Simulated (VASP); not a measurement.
# Ba (Im-3m) in VASP: notebook

Runs on Ba. Level: PBE. Tasks: single point.

All numbers are computed with VASP 6.6.1; they aren't measurements. Logs are shortened: lines on timing, memory, paths and dates and some standing lists are left out, and cuts for length are marked.

## 1. The cell of the first run

It takes space group Im-3m (No. 229, cubic). The conventional cell has a = 5.025 Å, b = 5.025 Å, c = 5.025 Å, α = 90.00°, β = 90.00°, γ = 90.00°. Within 5.7 Å of Ba (site symmetry m-3m) lie 14 Ba at 4.35 to 5.02 Å.

## 2. Single point, PBE

INCAR

```
PREC     = Accurate       # precision mode
ENCUT    = 520            # plane-wave cutoff, eV
EDIFF    = 1E-7           # SCF threshold, eV
ISMEAR   = -1             # smearing method
SIGMA    = 0.1            # smearing width, eV
LREAL    = False          # projectors in reciprocal space
LASPH    = True           # aspherical terms in the spheres
NELM     = 60             # most SCF steps
ALGO     = Normal         # electronic algorithm
ISIF     = 2              # what is computed and relaxed
LWAVE    = False          # write WAVECAR
LCHARG   = False          # write CHGCAR
GGA      = PE             # functional
NBANDS   = 11             # bands
```

KPOINTS

```
Automatic mesh
0
Gamma
  4 4 4
```

POSCAR

```
Ba
1.0
   -2.5124914082      2.5124914082      2.5124914082
    2.5124914082     -2.5124914082      2.5124914082
    2.5124914082      2.5124914082     -2.5124914082
Ba
1
Direct
    0.0000000000      0.0000000000      0.0000000000
```

Potentials or basis: VASP PAW PBE potentials, release 64 (Ba_sv).

Started as:

```
$ cat potpaw_PBE.64/Ba_sv/POTCAR > POTCAR
$ mpirun -np 1 vasp_std > vasp.out
```

OUTCAR:

```text
PREC = Accurate
   ENCUT = 520
   EDIFF = 1E-7
   ISMEAR = -1
   LREAL = False
   LASPH = True
   NELM = 60
   ISIF = 2
   GGA = PE

 ion  position               nearest neighbor table
   1  0.000  0.000  0.000-

  LATTYP: Found a body centered cubic cell.
 ALAT       =     5.0249828164

  Lattice vectors:

 A1 = (  -2.5124914082,   2.5124914082,   2.5124914082)
 A2 = (   2.5124914082,  -2.5124914082,   2.5124914082)
 A3 = (   2.5124914082,   2.5124914082,  -2.5124914082)

Analysis of symmetry for initial positions (statically):
=====================================================================
 Subroutine PRICEL returns:
 Original cell was already a primitive cell.

 Routine SETGRP: Setting up the symmetry group for a
 body centered cubic supercell.

 Subroutine GETGRP returns: Found 48 space group operations
 (whereof 48 operations were pure point group operations)
 out of a pool of 48 trial point group operations.

The static configuration has the point symmetry O_h .

Analysis of symmetry for dynamics (positions and initial velocities):
=====================================================================
 Subroutine PRICEL returns:
 Original cell was already a primitive cell.

 Routine SETGRP: Setting up the symmetry group for a
 body centered cubic supercell.

 Subroutine GETGRP returns: Found 48 space group operations
 (whereof 48 operations were pure point group operations)
 out of a pool of 48 trial point group operations.

The dynamic configuration has the point symmetry O_h .

 Subroutine INISYM returns: Found 48 space group operations
 (whereof 48 operations are pure point group operations),
 and found     1 'primitive' translations

----------------------------------------------------------------------------------------

                                     Primitive cell

  volume of cell :      63.4415

  direct lattice vectors                    reciprocal lattice vectors
    -2.512491408  2.512491408  2.512491408     0.000000000  0.199005656  0.199005656
     2.512491408 -2.512491408  2.512491408     0.199005656  0.000000000  0.199005656
     2.512491408  2.512491408 -2.512491408     0.199005656  0.199005656  0.000000000

  length of vectors
     4.351762773  4.351762773  4.351762773     0.281436497  0.281436497  0.281436497

[... 62 lines left out ...]
   LREAL  =      F    real-space projection
   EDIFFG = 0.1E-05   stopping-criterion for IOM
   NSW    =      0    number of steps for IOM
   IBRION =     -1    ionic relax: 0-MD 1-quasi-New 2-CG
   NFREE  =      0    steps in history (QN), initial steepest desc. (CG)
   ISIF   =      2    stress and relaxation
   ISYM   =      2    0-nonsym 1-usesym 2-fastsym
   POTIM  = 0.5000    time-step for ionic-motion
   TEBEG  =    0.0;   TEEND  =   0.0 temperature during run
   PSTRESS=    0.0 pullay stress
   NELECT =      10.0000    total number of electrons
   NUPDOWN=      -1.0000    fix difference up-down
   EMIN   =  10.00;   EMAX   =-10.00  energy-range for DOS
   EFERMI =   0.00;   METHOD = LEGACY
   ISMEAR =    -1;   SIGMA  =   0.10  broadening in eV -4-tet -1-fermi 0-gaus
   EFERMI_NEDOS =   21; number of points for ismear=-14 and -15
   IALGO  =     38    algorithm
   IMIX   =      4    mixing-type and parameters
     AMIX     =   0.40;   BMIX     =  1.00
     AMIX_MAG =   1.60;   BMIX_MAG =  1.00
  volume/ion in A,a.u.               =      63.44       428.12
  Fermi-wavevector in a.u.,A,eV,Ry     =   0.884335  1.671151 10.640419  0.782049
  Thomas-Fermi vector in A             =   2.005222
   LORBIT       =      0    0 simple, 1 ext, 2 COOP (PROOUT), +10 PAW based schemes
   GGA     = PE    functional components
   LHFCALC =     F    Hartree Fock is set to
   AEXX    =    0.0000 exact exchange contribution
   IVDW    =     0    specifies the selected vdW correction
   LEPSILON=     F    determine dielectric tensor
   LRPA    =     F    only Hartree local field effects (RPA)
 non-spin polarized calculation
  energy-cutoff  :      520.00
  volume of cell :       63.44
 maximum number of plane-waves:      1732
   NGX = 17   NGY = 17   NGZ = 17

 number of electron      10.0000000 magnetization

 Free energy of the ion-electron system (eV)
  ---------------------------------------------------
  ext. energy  EPLUGINS =         0.00000000
  ---------------------------------------------------
  free energy    TOTEN  =        -1.92068797 eV

  energy without entropy =       -1.88301672  energy(sigma->0) =       -1.90185235

 E-fermi :   1.6338     XC(G=0):  -7.3896

 val. band max:        1.3972666527   @ k =   0.5000   0.5000   0.2500
 cond. band min:       1.7936831082   @ k =   0.5000   0.5000   0.2500
 fundamental gap:      0.3964164555
 Fermi energy:         1.6338473853

 k-point     1 :       0.0000    0.0000    0.0000
  band No.  band energies     occupation
      1     -27.2772      2.00000
      2     -12.2297      2.00000
      3     -12.2297      2.00000
      4     -12.2297      2.00000
      5      -1.1278      2.00000
      6       3.4395      0.00000
      7       3.4395      0.00000
      8       3.4395      0.00000
      9       4.8395      0.00000
     10       4.8395      0.00000
     11       8.5346      0.00000
[... 85 lines left out ...]
 k-point     8 :       0.5000    0.5000    0.5000
  band No.  band energies     occupation
      1     -27.2039      2.00000
      2     -12.5421      2.00000
      3     -12.5421      2.00000
      4     -12.5421      2.00000
      5       1.0885      1.99148
      6       1.0885      1.99148
      7       5.9403      0.00000
      8       5.9403      0.00000
      9       5.9403      0.00000
     10       6.3184      0.00000
     11       6.3184      0.00000

------------------------ aborting loop because EDIFF is reached ----------------------------------------

  FORCE on cell =-STRESS in cart. coord.  units (eV):
  Direction    XX          YY          ZZ          XY          YZ          ZX
  --------------------------------------------------------------------------------------
  -------------------------------------------------------------------------------------
  Total        0.1181507      0.1181507      0.1181507      0.0000000      0.0000000      0.0000000
  in kB        2.9838226      2.9838226      2.9838226      0.0000000      0.0000000      0.0000000
  external PRESSURE =       2.9838226 kB  Pullay stress =       0.0000000 kB

 VOLUME and BASIS-vectors are now :
 -----------------------------------------------------------------------------
  energy-cutoff  :      520.00
  volume of cell :       63.44
      direct lattice vectors                 reciprocal lattice vectors
    -2.512491408  2.512491408  2.512491408     0.000000000  0.199005656  0.199005656
     2.512491408 -2.512491408  2.512491408     0.199005656  0.000000000  0.199005656
     2.512491408  2.512491408 -2.512491408     0.199005656  0.199005656  0.000000000

 POSITION                                       TOTAL-FORCE (eV/Angst)
 -----------------------------------------------------------------------------------
      0.00000      0.00000      0.00000        -0.000000      0.000000     -0.000000
 -----------------------------------------------------------------------------------
    total drift:                               -0.000000      0.000000      0.000000

  FREE ENERGIE OF THE ION-ELECTRON SYSTEM (eV)
  ---------------------------------------------------
  free  energy   TOTEN  =        -1.9206879704 eV

  energy  without entropy=       -1.8830167196  energy(sigma->0) =       -1.90185235
```

stdout:

```text
POSCAR found type information on POSCAR Ba
 POSCAR found :  1 types and       1 ions
 scaLAPACK will be used
 LDA part: xc-table for (Slater+PW92), standard interpolation
 POSCAR, INCAR and KPOINTS ok, starting setup
 FFT: planning ... GRIDC
 FFT: planning ... GRID_SOFT
 FFT: planning ... GRID
 WAVECAR not read
 entering main loop
```

It took 8.2 s on 1 thread of Intel Xeon Platinum 8259CL at 2.50GHz (Skylake/Cascade Lake), shared host; peak memory 0.17 GiB.

What came out:

| Quantity | Value |
| --- | --- |
| Free energy | -1.9207 eV |
| Pressure | 0.3 GPa |
| Band gap on the k mesh | zero (band 5 reaches 2.13 eV, above the bottom of band 6 at 1.09 eV) |

Caveat: the k points lie up to 0.44 Å⁻¹ apart; spin-orbit coupling is left out, which moves the levels of the heavy elements.

## 3. Single point, PBE

INCAR

```
  ALGO = Normal
  EDIFF = 1E-6
  ENCUT = 520
  GGA = PE
  ISIF = 2
  ISMEAR = -1
  LASPH = T
  LCHARG = F
  LREAL = F
  LWAVE = F
  NBANDS = 11
  NELM = 80
  PREC = Accurate
  SIGMA = 0.1
```

KPOINTS

```
k-points
0
Gamma
  6 6 6
```

POSCAR is that of step 2.

Potentials or basis: VASP PAW PBE potentials, release 64 (Ba_sv).

Started as:

```
$ cat potpaw_PBE.64/Ba_sv/POTCAR > POTCAR
$ mpirun -np 1 vasp_std > vasp.out
```

OUTCAR:

```text
EDIFF = 1E-6
   ENCUT = 520
   GGA = PE
   ISIF = 2
   ISMEAR = -1
   LASPH = T
   LREAL = F
   NELM = 80
   PREC = Accurate

 ion  position               nearest neighbor table
   1  0.000  0.000  0.000-

  LATTYP: Found a body centered cubic cell.
 ALAT       =     5.0249828164

  Lattice vectors:

 A1 = (  -2.5124914082,   2.5124914082,   2.5124914082)
 A2 = (   2.5124914082,  -2.5124914082,   2.5124914082)
 A3 = (   2.5124914082,   2.5124914082,  -2.5124914082)

Analysis of symmetry for initial positions (statically):
=====================================================================
 Subroutine PRICEL returns:
 Original cell was already a primitive cell.

 Routine SETGRP: Setting up the symmetry group for a
 body centered cubic supercell.

 Subroutine GETGRP returns: Found 48 space group operations
 (whereof 48 operations were pure point group operations)
 out of a pool of 48 trial point group operations.

The static configuration has the point symmetry O_h .

Analysis of symmetry for dynamics (positions and initial velocities):
=====================================================================
 Subroutine PRICEL returns:
 Original cell was already a primitive cell.

 Routine SETGRP: Setting up the symmetry group for a
 body centered cubic supercell.

 Subroutine GETGRP returns: Found 48 space group operations
 (whereof 48 operations were pure point group operations)
 out of a pool of 48 trial point group operations.

The dynamic configuration has the point symmetry O_h .

 Subroutine INISYM returns: Found 48 space group operations
 (whereof 48 operations are pure point group operations),
 and found     1 'primitive' translations

----------------------------------------------------------------------------------------

[... 103 lines left out ...]
  Fermi-wavevector in a.u.,A,eV,Ry     =   0.884335  1.671151 10.640419  0.782049
  Thomas-Fermi vector in A             =   2.005222
   LORBIT       =      0    0 simple, 1 ext, 2 COOP (PROOUT), +10 PAW based schemes
   GGA     = PE    functional components
   LHFCALC =     F    Hartree Fock is set to
   AEXX    =    0.0000 exact exchange contribution
   IVDW    =     0    specifies the selected vdW correction
   LEPSILON=     F    determine dielectric tensor
   LRPA    =     F    only Hartree local field effects (RPA)
 non-spin polarized calculation
  energy-cutoff  :      520.00
  volume of cell :       63.44
 maximum number of plane-waves:      1724
   NGX = 17   NGY = 17   NGZ = 17

 number of electron      10.0000000 magnetization

 Free energy of the ion-electron system (eV)
  ---------------------------------------------------
  ext. energy  EPLUGINS =         0.00000000
  ---------------------------------------------------
  free energy    TOTEN  =        -1.92608717 eV

  energy without entropy =       -1.87605515  energy(sigma->0) =       -1.90107116

 E-fermi :   1.6512     XC(G=0):  -7.3861

 val. band max:        1.5469175590   @ k =  -0.3333   0.5000   0.1667
 cond. band min:       1.6700967067   @ k =  -0.3333   0.3333   0.3333
 fundamental gap:      0.1231791476
 Fermi energy:         1.6511769651

 k-point     1 :       0.0000    0.0000    0.0000
  band No.  band energies     occupation
      1     -27.2715      2.00000
      2     -12.2253      2.00000
      3     -12.2253      2.00000
      4     -12.2253      2.00000
      5      -1.1229      2.00000
      6       3.4479      0.00000
      7       3.4479      0.00000
      8       3.4479      0.00000
      9       4.8376      0.00000
     10       4.8376      0.00000
     11       8.5384      0.00000
[... 197 lines left out ...]
 k-point    16 :       0.5000    0.5000    0.5000
  band No.  band energies     occupation
      1     -27.1982      2.00000
      2     -12.5375      2.00000
      3     -12.5375      2.00000
      4     -12.5375      2.00000
      5       1.0883      1.99284
      6       1.0883      1.99284
      7       5.9500      0.00000
      8       5.9500      0.00000
      9       5.9500      0.00000
     10       6.3221      0.00000
     11       6.3221      0.00000

------------------------ aborting loop because EDIFF is reached ----------------------------------------

  FORCE on cell =-STRESS in cart. coord.  units (eV):
  Direction    XX          YY          ZZ          XY          YZ          ZX
  --------------------------------------------------------------------------------------
  -------------------------------------------------------------------------------------
  Total        0.0335174      0.0335174      0.0335174      0.0000000     -0.0000000      0.0000000
  in kB        0.8464607      0.8464607      0.8464607      0.0000000     -0.0000000      0.0000000
  external PRESSURE =       0.8464607 kB  Pullay stress =       0.0000000 kB

 VOLUME and BASIS-vectors are now :
 -----------------------------------------------------------------------------
  energy-cutoff  :      520.00
  volume of cell :       63.44
      direct lattice vectors                 reciprocal lattice vectors
    -2.512491408  2.512491408  2.512491408     0.000000000  0.199005656  0.199005656
     2.512491408 -2.512491408  2.512491408     0.199005656  0.000000000  0.199005656
     2.512491408  2.512491408 -2.512491408     0.199005656  0.199005656  0.000000000

 POSITION                                       TOTAL-FORCE (eV/Angst)
 -----------------------------------------------------------------------------------
      0.00000      0.00000      0.00000         0.000000      0.000000     -0.000000
 -----------------------------------------------------------------------------------
    total drift:                                0.000000      0.000000      0.000000

  FREE ENERGIE OF THE ION-ELECTRON SYSTEM (eV)
  ---------------------------------------------------
  free  energy   TOTEN  =        -1.9260871660 eV

  energy  without entropy=       -1.8760551468  energy(sigma->0) =       -1.90107116
```

OSZICAR:

```text
N       E                     dE             d eps       ncg     rms          rms(c)
DAV:   1     0.572930869610E+02    0.57293E+02   -0.40619E+03   352   0.732E+02
DAV:   2     0.911426348815E+00   -0.56382E+02   -0.55039E+02   422   0.138E+02
DAV:   3    -0.183944681113E+01   -0.27509E+01   -0.27371E+01   439   0.307E+01
DAV:   4    -0.192360335054E+01   -0.84157E-01   -0.84007E-01   469   0.491E+00
DAV:   5    -0.192514168814E+01   -0.15383E-02   -0.15382E-02   470   0.547E-01    0.161E+00
DAV:   6    -0.192512482528E+01    0.16863E-04   -0.29602E-03   412   0.528E-01    0.962E-01
DAV:   7    -0.192588280850E+01   -0.75798E-03   -0.67904E-03   397   0.872E-01    0.447E-02
DAV:   8    -0.192607661237E+01   -0.19380E-03   -0.33897E-04   531   0.106E-01    0.260E-02
DAV:   9    -0.192608529084E+01   -0.86785E-05   -0.65308E-06   429   0.222E-02    0.740E-03
DAV:  10    -0.192608723763E+01   -0.19468E-05   -0.51228E-06   406   0.151E-02    0.150E-03
DAV:  11    -0.192608716603E+01    0.71603E-07   -0.56261E-07   260   0.640E-03
   1 F= -.19260872E+01 E0= -.19010712E+01  d E =-.500320E-01
```

stdout:

```text
POSCAR found type information on POSCAR Ba
 POSCAR found :  1 types and       1 ions
 scaLAPACK will be used
 LDA part: xc-table for (Slater+PW92), standard interpolation
 POSCAR, INCAR and KPOINTS ok, starting setup
 FFT: planning ... GRIDC
 FFT: planning ... GRID_SOFT
 FFT: planning ... GRID
 WAVECAR not read
 entering main loop
```

Wall time 9.3 s (1 thread of Intel Xeon Platinum 8259CL at 2.50GHz (Skylake/Cascade Lake), shared host); peak memory 0.17 GiB.

What came out:

| Item | Value |
| --- | --- |
| Free energy | -1.9261 eV |
| Pressure | 0.1 GPa |
| Band gap on the k mesh | zero (band 5 reaches 1.73 eV, above the bottom of band 6 at 1.09 eV) |

Levels at points of the mesh, in eV from the Fermi level:
```
           k point  band 3  band 4  band 5  band 6  band 7  band 8
(0.00, 0.00, 0.00)  -13.88  -13.88   -2.77    1.80    1.80    1.80
(0.50, 0.00, 0.00)  -14.02  -13.88   -0.91    0.67    1.20    3.15
(0.50, 0.50, 0.50)  -14.19  -14.19   -0.56   -0.56    4.30    4.30
```

Caveat: spin-orbit coupling is left out, which moves the levels of the heavy elements.

## 4. Single point, PBE

INCAR

```
SYSTEM = Ba
ALGO     = Normal         ! electronic algorithm
EDIFF    = 1E-7           ! SCF threshold, eV
ENCUT    = 520            ! plane-wave cutoff, eV
GGA      = PE             ! functional
ISIF     = 2              ! what is computed and relaxed
ISMEAR   = -1             ! smearing method
LASPH    = .TRUE.         ! aspherical terms in the spheres
LCHARG   = .FALSE.        ! write CHGCAR
LREAL    = .FALSE.        ! projectors in reciprocal space
LWAVE    = .FALSE.        ! write WAVECAR
NBANDS   = 11             ! bands
NELM     = 60             ! most SCF steps
PREC     = Accurate       ! precision mode
SIGMA    = 0.1            ! smearing width, eV
```

KPOINTS

```
k-points
0
G
  7 7 7
  0 0 0
```

POSCAR is that of step 3.

Started as:

```
$ cat potpaw_PBE.64/Ba_sv/POTCAR > POTCAR
$ mpirun -np 1 vasp_std > vasp.out
```

It took 11 s on 1 thread of Intel Xeon Platinum 8259CL at 2.50GHz (Skylake/Cascade Lake), shared host; peak memory 0.17 GiB.

It converged, with:

- Free energy: -1.9277 eV
- Pressure: 0.1 GPa
- Band gap on the k mesh: zero (band 5 reaches 1.89 eV, above the bottom of band 6 at 1.21 eV)

Levels at points of the mesh, in eV from the Fermi level:
```
           k point  band 1  band 2  band 3  band 4  band 5  band 6  band 7  band 8  band 9  band 10
(0.00, 0.00, 0.00)  -28.89  -13.84  -13.84  -13.84   -2.74    1.83    1.83    1.83    3.22     3.22
```

Caveat: spin-orbit coupling is left out, which moves the levels of the heavy elements.

## 5. Single point, PBE

INCAR

```
PREC = Accurate
ENCUT = 520
EDIFF = 1E-6
ISMEAR = -1
SIGMA = 0.1
LREAL = False
LASPH = True
NELM = 100
ALGO = Normal
ISIF = 2
LWAVE = False
LCHARG = False
GGA = PE
NBANDS = 11
```

KPOINTS

```
regular mesh
0
Gamma
  9 9 9
```

POSCAR is that of step 4.

Started as:

```
$ cat potpaw_PBE.64/Ba_sv/POTCAR > POTCAR
$ mpirun -np 1 vasp_std > vasp.out
```

It took 20 s on 1 thread of Intel Xeon Platinum 8259CL at 2.50GHz (Skylake/Cascade Lake), shared host; peak memory 0.18 GiB.

It converged, with:

```yaml
Free_energy: -1.9287 eV
Pressure: 0.1 GPa
Band_gap_on_the_k_mesh: zero (band 5 reaches 2.07 eV, above the bottom of band 6 at 1.16 eV)
```

Levels at points of the mesh, in eV from the Fermi level:
```tsv
k point	band 1	band 2	band 3	band 4	band 5	band 6	band 7	band 8	band 9	band 10
(0.00, 0.00, 0.00)	-28.91	-13.87	-13.87	-13.87	-2.76	1.81	1.81	1.81	3.20	3.20
```

Caveat: spin-orbit coupling is left out, which moves the levels of the heavy elements.

## 6. Summary

```tsv
k mesh	gap on the mesh (eV)	pressure (GPa)
4 × 4 × 4	none	0.3
6 × 6 × 6	none	0.1
7 × 7 × 7	none	0.1
9 × 9 × 9	none	0.1
```

Alike in all rows: task single point; level PBE; potentials or basis VASP PAW PBE potentials, release 64 (Ba_sv); no spin polarisation; cell as given; cutoff (eV) 520; smearing fermi-dirac 0.1 eV.

Caveats: some runs use coarse meshes; spin-orbit coupling is left out, which moves the levels of the heavy elements.

Total energies depend on the potentials used, so only differences within one code and one set of settings carry meaning.
